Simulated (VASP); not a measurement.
Write the native input for VASP 6.6.1 that does the following.

```yaml
Task: electric field gradients
Functional: PBE
Potentials_or_basis: VASP PAW PBE potentials, release 64 (Se)
Cutoff: 520 eV
k_mesh: 6 × 6 × 5
Occupations: fermi-dirac, width 0.03 eV
Spin: no spin polarisation
Dipole_correction: no
Further_INCAR_settings: ALGO = Normal; EDIFF = 1e-08; NBANDS = 16
```

The structure of Se lies in POSCAR:

```
Se
1.0
    4.3071900132      0.0000000000      0.0000000000
   -2.1535950066      3.7301359704      0.0000000000
    0.0000000000      0.0000000000      4.8866512526
Se
3
Direct
    0.2254000000      0.0000000000      0.3333333333
    0.0000000000      0.2254000000      0.6666666667
    0.7746000000      0.7746000000      0.0000000000
```

One way to write it, as run:

INCAR

```
SYSTEM = Se
  PREC = Accurate
  ENCUT = 520
  EDIFF = 1E-8
  ISMEAR = -1
  SIGMA = 0.03
  LREAL = .FALSE.
  LASPH = .TRUE.
  NELM = 100
  ALGO = Normal
  ISIF = 2
  LWAVE = .FALSE.
  LCHARG = .FALSE.
  GGA = PE
  LEFG = .TRUE.
  NBANDS = 16
```

KPOINTS

```
Automatic mesh
0
G
  6 6 5
  0 0 0
```

Potentials or basis: VASP PAW PBE potentials, release 64 (Se).

The run is started by

```bash
$ cat potpaw_PBE.64/Se/POTCAR > POTCAR
$ mpirun -np 1 vasp_std > vasp.out
```

Results of the run:

- Pressure: 5.7 GPa
- Largest force: 0.888 eV/Å
- Band gap on the k mesh: 1.29 eV (least direct gap 1.59 eV)
- Largest electric field gradient by atom: Se -491.5 V/Å²

Caveat: the cell stands under pressure; without QUAD_EFG the Cq values of the log hold for a quadrupole moment of 1 mb, not for the nuclei; an odd mesh through Γ misses points on the zone boundary, where band edges can lie.

Wall time 11 s on 1 thread of Intel(R) Xeon(R) 6975P-C (Granite Rapids), on a shared host, peak memory 0.18 GiB.
